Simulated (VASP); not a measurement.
Crystal: Mg7ZnS8.

```xyz
16
Lattice="0.0000 5.6161 5.6161 5.6161 0.0000 5.6161 5.6161 5.6161 0.0000" Properties=species:S:1:pos:R:3 pbc="T T T"
Mg    0.0398    0.0175    0.0502
Mg    5.5950    5.6060    5.6278
Mg    2.8052    8.3985    5.5951
Mg    2.8271    2.8359    5.6273
Mg    2.7817    5.6255    8.3764
Mg    2.8339    5.6306    2.8084
Mg    5.5907    2.8176    2.7943
S     1.4104    1.4203    1.4227
S     7.0146    7.0377    7.0111
S     4.2253    4.2391    1.3994
S     4.2113    4.1908    7.0484
S     4.1993    1.3920    4.1616
S     4.2252    7.0127    4.2449
S     1.4225    4.1827    4.2279
S     6.9928    4.2196    4.1859
Zn    0.0403    2.8081    2.8164
```

Base run:

| Property | Result |
| --- | --- |
| Program | VASP 6.6.1 |
| Functional | r2SCAN |
| Potentials or basis | VASP PAW PBE potentials, release 64 (Mg, S, Zn) |
| Cutoff | 520 eV |
| k mesh | 2 × 2 × 2, shifted |
| Occupations | fermi-dirac, width 0.05 eV |
| Spin | no spin polarisation |

Its results: band gap on the k mesh 4.19 eV (least direct gap 4.20 eV); pressure 0.3 GPa; largest force 0.720 eV/Å.

The run is repeated on the same cell with these changes: functional from r2SCAN to PBEsol. What comes out?

Band gap on the k mesh 3.52 eV (least direct gap 3.52 eV); pressure 0.0 GPa; largest force 0.771 eV/Å.

Caveats: the PAW data sets were made with another functional, which shifts forces and pressure a little; a shifted mesh leaves out Γ, where band edges can lie.

A k mesh can miss the band edges.
